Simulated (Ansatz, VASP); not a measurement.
**MgB: VASP beside Ansatz**

Contents of INCAR:

```
ALGO = Normal
EDIFF = 1E-7
ENCUT = 520
GGA = PE
ISIF = 2
ISMEAR = -1
LASPH = T
LCHARG = F
LREAL = F
LWAVE = F
NBANDS = 10
NELM = 80
PREC = Accurate
SIGMA = 0.04
```

KPOINTS

```
k-points
0
Gamma
  5 5 5
```

The input POSCAR:

```
MgB
1.0
    2.8951500000      0.0000000000      0.0000000000
    0.0000000000      2.8951500000      0.0000000000
    0.0000000000      0.0000000000      2.8951500000
Mg B
1 1
Direct
    0.0000000000      0.0000000000      0.0000000000
    0.5000000000      0.5000000000      0.5000000000
```

Contents of input.yaml:

```yaml
crystal:
  lattice:
    - [2.89515, 0.0, 0.0]
    - [0.0, 2.89515, 0.0]
    - [0.0, 0.0, 2.89515]
  atoms:
    - { symbol: Mg, position: [0.0, 0.0, 0.0] }
    - { symbol: B, position: [0.5, 0.5, 0.5] }
kpoints:
  mp_grid: { grid: [5, 5, 5] }
scf:
  occupations: { method: fermi_dirac, width: 0.04 }
hamiltonian:
  xc: pbe
  pseudopotentials: { kind: all_electron, lapw: { basis_error: 0.002 } }
output:
  forces: true
  stress: true
  eigenvalues: true
```

Alike in both runs: task single point; functional PBE; k mesh 5 × 5 × 5; occupations fermi-dirac, width 0.04 eV; no spin polarisation.

|  | VASP | Ansatz |
| --- | --- | --- |
| version | VASP 6.6.1 | Ansatz 0.2.0 |
| potentials or method | VASP PAW PBE potentials, release 64 (Mg, B), cutoff 520 eV | all-electron LAPW, scalar-relativistic |

```tsv
	VASP	Ansatz	Ansatz less VASP
gap on the k mesh at the Fermi level (eV)	none	none	-
pressure (GPa)	0.4	0.6	+0.19
```

A gap of «none» marks a metal or a gap that the smearing closes. Ansatz ran all-electron here, and VASP with PAW potentials.

The k mesh is coarse, so the values compare programs but aren't converged. Noted on Ansatz's run: the k mesh is thin for a metal, which can move the energy by tens of meV per atom.
